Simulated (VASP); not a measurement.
Write the native input for VASP 6.6.1 that does the following.

```
Task                   : single point
Functional             : r2SCAN
Potentials or basis    : VASP PAW PBE potentials, release 64 (K_sv, F)
Cutoff                 : 520 eV
k mesh                 : 6 × 6 × 6
Occupations            : gaussian, width 0.01 eV
Spin                   : no spin polarisation
Dipole correction      : no
Further INCAR settings : ALGO = Normal; EDIFF = 1e-06; NBANDS = 15
```

KF:

```
K F
1.0
     0.00000    2.65896    2.65896
     2.65896    0.00000    2.65896
     2.65896    2.65896    0.00000
K F
1 1
Direct
  0.00000 0.00000 0.00000
  0.50000 0.50000 0.50000
```

The input as run:

POSCAR

```
KF
1.0
    0.0000000000      2.6589605792      2.6589605792
    2.6589605792      0.0000000000      2.6589605792
    2.6589605792      2.6589605792      0.0000000000
K F
1 1
Direct
    0.0000000000      0.0000000000      0.0000000000
    0.5000000000      0.5000000000      0.5000000000
```

INCAR.step1

```
PREC = Accurate ; ENCUT = 520
ISMEAR = 0 ; SIGMA = 0.01
LREAL = F ; LASPH = T
NELM = 80 ; NBANDS = 15
GGA = PE ; ALGO = Normal
EDIFF = 1E-4 ; LWAVE = T
LCHARG = F
```

INCAR.step2

```
PREC = Accurate ; ENCUT = 520
EDIFF = 1E-6 ; ISMEAR = 0
SIGMA = 0.01 ; LREAL = F
LASPH = T ; NELM = 80
ALGO = Normal ; ISIF = 2
LWAVE = F ; LCHARG = T
METAGGA = R2SCAN ; LMIXTAU = T
LELF = T ; LVHAR = T
NBANDS = 15 ; ISTART = 1
```

KPOINTS

```
Automatic mesh
0
Gamma
  6 6 6
```

Potentials or basis: VASP PAW PBE potentials, release 64 (K_sv, F).

The run is started by

```bash
$ cat potpaw_PBE.64/K_sv/POTCAR potpaw_PBE.64/F/POTCAR > POTCAR
$ cp INCAR.step1 INCAR
$ mpirun -np 1 vasp_std > vasp.out
$ cp INCAR.step2 INCAR
$ mpirun -np 1 vasp_std > vasp.out
```

It gave:

```yaml
Pressure: 0.0 GPa
Band_gap_on_the_k_mesh: 6.91 eV
```

Caveat: the PAW data sets were made with another functional, which shifts forces and pressure a little.

It took 38 s on 1 thread of Intel(R) Xeon(R) Platinum 8259CL CPU @ 2.50GHz (Skylake/Cascade Lake) (shared host), peak memory 0.16 GiB.
